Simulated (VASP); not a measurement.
# ZnO (zincite) (P6_3mc) in VASP: notebook

Runs on ZnO (zincite). Level: LDA. Tasks: single point.

All numbers are computed with VASP 6.6.1; they aren't measurements. Logs are shortened: lines on timing, memory, paths and dates and some standing lists are left out, and cuts for length are marked.

**What was measured.**

From “Electronic structure of alkaline earth and post-transition metal oxides”, 2009, arxiv:0908.1581, for a bulk crystal of ZnO: band gap 3.37 eV.

The runs below are set against these values where they give the same quantity.

## 1. The cell of the first run

The structure is hexagonal, space group P6_3mc (No. 186). The conventional cell has a = 3.187 Å, b = 3.187 Å, c = 5.153 Å, α = 90.00°, β = 90.00°, γ = 120.00°. Zn (site symmetry 3m) has 4 O at 1.94 to 1.95 Å within 2.6 Å. Within 2.6 Å of O (site symmetry 3m) lie 4 Zn at 1.94 to 1.95 Å.

## 2. Single point, LDA

INCAR reads:

```
SYSTEM = ZnO
ALGO = Normal
EDIFF = 1E-6
ENCUT = 520
ISIF = 2
ISMEAR = 0
LASPH = .True.
LCHARG = .True.
LELF = .True.
LREAL = .False.
LVHAR = .True.
LWAVE = .False.
NBANDS = 26
NELM = 100
PREC = Accurate
SIGMA = 0.02
```

KPOINTS reads:

```
k-points
0
Gamma
  9 9 6
  0 0 0
```

POSCAR reads:

```
ZnO
1.0
    3.1868519158      0.0000000000      0.0000000000
   -1.5934259579      2.7598947172      0.0000000000
    0.0000000000      0.0000000000      5.1534131039
Zn O
2 2
Direct
    0.3333333333      0.6666666667      0.5003362527
    0.6666666667      0.3333333333      0.0003362527
    0.6666666667      0.3333333333      0.3786737473
    0.3333333333      0.6666666667      0.8786737473
```

Potentials or basis: VASP PAW LDA potentials, release 64 (Zn, O).

Launch:

```sh
cat potpaw_LDA.64/Zn/POTCAR potpaw_LDA.64/O/POTCAR > POTCAR
mpirun -np 1 vasp_std > vasp.out
```

OUTCAR:

```text
SYSTEM = ZnO
   EDIFF = 1E-6
   ENCUT = 520
   ISIF = 2
   ISMEAR = 0
   LASPH = .True.
   LREAL = .False.
   NELM = 100
   PREC = Accurate

 ion  position               nearest neighbor table
   1  0.333  0.667  0.500-   3 1.94   3 1.94   3 1.94   4 1.95
   2  0.667  0.333  0.000-   4 1.94   4 1.94   4 1.94   3 1.95
   3  0.667  0.333  0.379-   1 1.94   1 1.94   1 1.94   2 1.95
   4  0.333  0.667  0.879-   2 1.94   2 1.94   2 1.94   1 1.95

  LATTYP: Found a hexagonal cell.
 ALAT       =     3.1868519158
 C/A-ratio  =     1.6170858390

  Lattice vectors:

 A1 = (   3.1868519158,   0.0000000000,   0.0000000000)
 A2 = (  -1.5934259579,   2.7598947172,   0.0000000000)
 A3 = (   0.0000000000,   0.0000000000,   5.1534131039)

Analysis of symmetry for initial positions (statically):
=====================================================================
 Subroutine PRICEL returns:
 Original cell was already a primitive cell.

 Routine SETGRP: Setting up the symmetry group for a
 hexagonal supercell.

 Subroutine GETGRP returns: Found 12 space group operations
 (whereof  6 operations were pure point group operations)
 out of a pool of 24 trial point group operations.

The static configuration has the point symmetry C_3v.
 The point group associated with its full space group is C_6v.

Analysis of symmetry for dynamics (positions and initial velocities):
=====================================================================
 Subroutine PRICEL returns:
 Original cell was already a primitive cell.

 Routine SETGRP: Setting up the symmetry group for a
 hexagonal supercell.

 Subroutine GETGRP returns: Found 12 space group operations
 (whereof  6 operations were pure point group operations)
 out of a pool of 24 trial point group operations.

The dynamic configuration has the point symmetry C_3v.
 The point group associated with its full space group is C_6v.

 Subroutine INISYM returns: Found 12 space group operations
 (whereof  6 operations are pure point group operations),
 and found     1 'primitive' translations

----------------------------------------------------------------------------------------

                                     Primitive cell

  volume of cell :      45.3262

  direct lattice vectors                    reciprocal lattice vectors
     3.186851916  0.000000000  0.000000000     0.313789290  0.181166331  0.000000000
    -1.593425958  2.759894717  0.000000000     0.000000000  0.362332662  0.000000000
     0.000000000  0.000000000  5.153413104     0.000000000  0.000000000  0.194046155

  length of vectors
     3.186851916  3.186851916  5.153413104     0.362332662  0.362332662  0.194046155

  position of ions in fractional coordinates (direct lattice)
     0.333333333  0.666666667  0.500336253
     0.666666667  0.333333333  0.000336253
     0.666666667  0.333333333  0.378673747
     0.333333333  0.666666667  0.878673747

  ion indices of the primitive-cell ions
   primitive index   ion index
                 1           1
                 2           2
                 3           3
                 4           4

----------------------------------------------------------------------------------------

 KPOINTS: k-points

Automatic generation of k-mesh.
 Grid dimensions read from file:
 generate k-points for:    9    9    6

 Generating k-lattice:

  Cartesian coordinates                     Fractional coordinates (reciprocal lattice)
     0.034865477  0.020129592  0.000000000     0.111111111  0.000000000  0.000000000
     0.000000000  0.040259185  0.000000000     0.000000000  0.111111111  0.000000000
     0.000000000  0.000000000  0.032341026     0.000000000  0.000000000  0.166666667

  Length of vectors
     0.040259185  0.040259185  0.032341026

  Shift w.r.t. Gamma in fractional coordinates (k-lattice)
     0.000000000  0.000000000  0.000000000

 Subroutine IBZKPT returns following result:
 ===========================================

 Found     48 irreducible k-points:

 Following reciprocal coordinates:
            Coordinates               Weight
  0.000000  0.000000  0.000000      1.000000
  0.111111  0.000000  0.000000      6.000000
  0.222222  0.000000  0.000000      6.000000
  0.333333  0.000000  0.000000      6.000000
  0.444444  0.000000  0.000000      6.000000
  0.111111  0.111111  0.000000      6.000000
[... 16 lines left out ...]
  0.333333  0.222222  0.166667     24.000000
  0.333333  0.333333  0.166667      4.000000
 [... further k-points ...]
   k-points           NKPTS =     48   k-points in BZ     NKDIM =     48   number of bands    NBANDS=     26
   number of dos      NEDOS =    301   number of ions     NIONS =      4
   total plane-waves  NPLWV =  23040
   dimension x,y,z NGX =    24 NGY =   24 NGZ =   40
   dimension x,y,z NGXF=    48 NGYF=   48 NGZF=   80
   ions per type =               2   2
   NGX,Y,Z   is equivalent  to a cutoff of  12.52, 12.52, 12.90 a.u.
   NGXF,Y,Z  is equivalent  to a cutoff of  25.04, 25.04, 25.81 a.u.
 SYSTEM =  ZnO
   PREC   = accura    normal or accurate (medium, high low for compatibility)
   ISTART =      0    job   : 0-new  1-cont  2-samecut
   ICHARG =      2    charge: 1-file 2-atom 10-const
   ISPIN  =      1    spin polarized calculation?
   LNONCOLLINEAR =      F non collinear calculations
   LSORBIT =      F    spin-orbit coupling
   LASPH  =      T    aspherical Exc in radial PAW
   ENCUT  =  520.0 eV  38.22 Ry    6.18 a.u.   5.93  5.93  9.58*2*pi/ulx,y,z
   NELM   =    100;   NELMIN=  2; NELMDL= -5     # of ELM steps
   EDIFF  = 0.1E-05   stopping-criterion for ELM
   LREAL  =      F    real-space projection
   EDIFFG = 0.1E-04   stopping-criterion for IOM
   NSW    =      0    number of steps for IOM
   IBRION =     -1    ionic relax: 0-MD 1-quasi-New 2-CG
   NFREE  =      0    steps in history (QN), initial steepest desc. (CG)
   ISIF   =      2    stress and relaxation
   ISYM   =      2    0-nonsym 1-usesym 2-fastsym
   POTIM  = 0.5000    time-step for ionic-motion
   TEBEG  =    0.0;   TEEND  =   0.0 temperature during run
   PSTRESS=    0.0 pullay stress
   NELECT =      36.0000    total number of electrons
   NUPDOWN=      -1.0000    fix difference up-down
   EMIN   =  10.00;   EMAX   =-10.00  energy-range for DOS
   EFERMI =   0.00;   METHOD = LEGACY
   ISMEAR =     0;   SIGMA  =   0.02  broadening in eV -4-tet -1-fermi 0-gaus
   EFERMI_NEDOS =   21; number of points for ismear=-14 and -15
   IALGO  =     38    algorithm
   IMIX   =      4    mixing-type and parameters
     AMIX     =   0.40;   BMIX     =  1.00
     AMIX_MAG =   1.60;   BMIX_MAG =  1.00
  volume/ion in A,a.u.               =      11.33        76.47
  Fermi-wavevector in a.u.,A,eV,Ry     =   1.516093  2.865001 31.273513  2.298538
  Thomas-Fermi vector in A             =   2.625529
   LORBIT       =      0    0 simple, 1 ext, 2 COOP (PROOUT), +10 PAW based schemes
   GGA     = CA    functional components
   LHFCALC =     F    Hartree Fock is set to
   AEXX    =    0.0000 exact exchange contribution
   IVDW    =     0    specifies the selected vdW correction
   LEPSILON=     F    determine dielectric tensor
   LRPA    =     F    only Hartree local field effects (RPA)
 non-spin polarized calculation
 Gauss-broadening in eV      SIGMA  =   0.02
  energy-cutoff  :      520.00
  volume of cell :       45.33
 maximum number of plane-waves:      1237
 NGX is ok and might be reduce to    24
   NGX = 11   NGY = 11   NGZ = 19

 number of electron      35.9999983 magnetization

 Free energy of the ion-electron system (eV)
  ---------------------------------------------------
  ext. energy  EPLUGINS =         0.00000000
  ---------------------------------------------------
  free energy    TOTEN  =       -21.15668658 eV

  energy without entropy =      -21.15668658  energy(sigma->0) =      -21.15668658

 E-fermi :   1.4871     XC(G=0): -11.7254

 val. band max:        1.3521157689   @ k =   0.0000   0.0000   0.0000
 cond. band min:       2.1602015610   @ k =   0.0000   0.0000   0.0000
 fundamental gap:      0.8080857922
 Fermi energy:         1.4870895320

 k-point     1 :       0.0000    0.0000    0.0000
  band No.  band energies     occupation
      1     -16.8725      2.00000
      2     -16.0298      2.00000
      3      -4.7744      2.00000
      4      -4.6803      2.00000
      5      -4.6803      2.00000
      6      -4.6434      2.00000
[... 18 lines left out ...]
     25      15.6647      0.00000
     26      15.6647      0.00000

 k-point     2 :       0.1111    0.0000    0.0000
  band No.  band energies     occupation
      1     -16.7935      2.00000
      2     -15.9941      2.00000
      3      -4.7810      2.00000
      4      -4.6552      2.00000
      5      -4.6384      2.00000
      6      -4.5988      2.00000
[... 18 lines left out ...]
     25      15.5742      0.00000
     26      15.8192      0.00000

 k-point     3 :       0.2222    0.0000    0.0000
  band No.  band energies     occupation
      1     -16.5826      2.00000
      2     -15.9088      2.00000
      3      -4.9585      2.00000
      4      -4.5994      2.00000
      5      -4.5409      2.00000
      6      -4.4585      2.00000
[... 18 lines left out ...]
     25      14.8792      0.00000
     26      15.7713      0.00000

 k-point     4 :       0.3333    0.0000    0.0000
  band No.  band energies     occupation
      1     -16.3132      2.00000
      2     -15.8284      2.00000
      3      -5.0664      2.00000
      4      -4.6735      2.00000
      5      -4.4533      2.00000
      6      -4.2659      2.00000
[... 18 lines left out ...]
     25      14.8391      0.00000
     26      15.6211      0.00000
[... 496 lines left out ...]
      1     -16.1555      2.00000
      2     -15.8279      2.00000
      3      -4.8903      2.00000
      4      -4.7934      2.00000
      5      -4.3787      2.00000
      6      -4.3353      2.00000
[... 18 lines left out ...]
     25      13.3018      0.00000
     26      16.6347      0.00000

 k-point    23 :       0.3333    0.2222    0.1667
  band No.  band energies     occupation
      1     -15.9812      2.00000
      2     -15.8202      2.00000
      3      -4.8163      2.00000
      4      -4.6164      2.00000
      5      -4.4173      2.00000
      6      -4.2170      2.00000
[... 18 lines left out ...]
     25      14.1030      0.00000
     26      15.7459      0.00000

 k-point    24 :       0.3333    0.3333    0.1667
  band No.  band energies     occupation
      1     -15.8696      2.00000
      2     -15.8696      2.00000
      3      -4.7356      2.00000
      4      -4.4471      2.00000
      5      -4.4471      2.00000
      6      -4.1192      2.00000
[... 18 lines left out ...]
     25      14.7313      0.00000
     26      16.0269      0.00000

 [... further k-points ...]
[... 5 lines left out ...]
  --------------------------------------------------------------------------------------
  -------------------------------------------------------------------------------------
  Total        0.3204057      0.3204057      0.3097051      0.0000000     -0.0000000     -0.0000000
  in kB       11.3256063     11.3256063     10.9473657      0.0000000     -0.0000000     -0.0000000
  external PRESSURE =      11.1995261 kB  Pullay stress =       0.0000000 kB

 VOLUME and BASIS-vectors are now :
 -----------------------------------------------------------------------------
  energy-cutoff  :      520.00
  volume of cell :       45.33
      direct lattice vectors                 reciprocal lattice vectors
     3.186851916  0.000000000  0.000000000     0.313789290  0.181166331  0.000000000
    -1.593425958  2.759894717  0.000000000     0.000000000  0.362332662  0.000000000
     0.000000000  0.000000000  5.153413104     0.000000000  0.000000000  0.194046155

 POSITION                                       TOTAL-FORCE (eV/Angst)
 -----------------------------------------------------------------------------------
     -0.00000      1.83993      2.57844        -0.000000     -0.000000      0.000875
      1.59343      0.91996      0.00173         0.000000      0.000000      0.000875
      1.59343      0.91996      1.95146        -0.000000      0.000000     -0.000875
     -0.00000      1.83993      4.52817         0.000000      0.000000     -0.000875
 -----------------------------------------------------------------------------------
    total drift:                                0.000001      0.000001     -0.000029

  FREE ENERGIE OF THE ION-ELECTRON SYSTEM (eV)
  ---------------------------------------------------
  free  energy   TOTEN  =       -21.1566865841 eV

  energy  without entropy=      -21.1566865841  energy(sigma->0) =      -21.15668658
```

Wall time 20 s (1 thread of AMD EPYC 9R45 (Zen 5), shared host); peak memory 0.14 GiB.

Results:

```
Free energy            : -21.1567 eV
Pressure               : 1.1 GPa
Band gap on the k mesh : 0.81 eV, direct
```

## 3. Single point, LDA

INCAR reads:

```
ALGO = Normal ; EDIFF = 1E-6
ENCUT = 910 ; GGA_COMPAT = F
ISIF = 2 ; ISMEAR = 0
LASPH = T ; LCHARG = F
LREAL = F ; LWAVE = F
NBANDS = 26 ; NELM = 120
PREC = Accurate ; SIGMA = 0.02
```

KPOINTS reads:

```
k-points
0
Gamma
  9 9 6
```

POSCAR is that of step 2.

Potentials or basis: VASP PAW LDA potentials, release 64 (Zn, O_h).

Launch:

```sh
cat potpaw_LDA.64/Zn/POTCAR potpaw_LDA.64/O_h/POTCAR > POTCAR
mpirun -np 1 vasp_std > vasp.out
```

Run time: 46 s. Hardware: 1 thread of Intel Xeon 6975P-C (Granite Rapids), shared host; peak memory 0.25 GiB.

The run converged. Its results:

```yaml
Free_energy: -21.1726 eV
Pressure: 1.0 GPa
Band_gap_on_the_k_mesh: 0.81 eV, direct
```

Levels at points of the mesh, in eV from the valence-band top:
```tsv
k point	band 15	band 16	band 17	band 18	band 19	band 20	band 21	band 22
(0.00, 0.00, 0.00)	-0.86	-0.11	0.00	0.00	0.81	5.30	8.20	12.97
(0.00, 0.00, 0.50)	-0.43	-0.43	-0.43	-0.43	3.50	3.50	10.06	10.06
```

Caveat: the cutoff is under 1.25 times the usual one of these potentials, so pressure, stress and relaxed cells hold a basis-set (Pulay) error.

## 4. How close it comes

Step 2. Against the measured gap of ZnO, 3.37 eV (quoted in “Electronic structure of alkaline earth and post-transition metal oxides”, 2009, arxiv:0908.1581), the calculated 0.81 eV is off by -2.56 eV. So large a miss can be the level of theory's own, or it may mean another phase, state or a wrong row. The value is that of LDA, without temperature or zero-point motion. Semilocal functionals fall short of measured gaps as a rule.

Step 3. A measured gap of ZnO is 3.37 eV (quoted in “Electronic structure of alkaline earth and post-transition metal oxides”, 2009, arxiv:0908.1581); the calculated 0.81 eV misses it by -2.56 eV. So large a miss can be the level of theory's own, or it may mean another phase, state or a wrong row. The value is that of LDA, without temperature or zero-point motion. Semilocal functionals fall short of measured gaps as a rule.
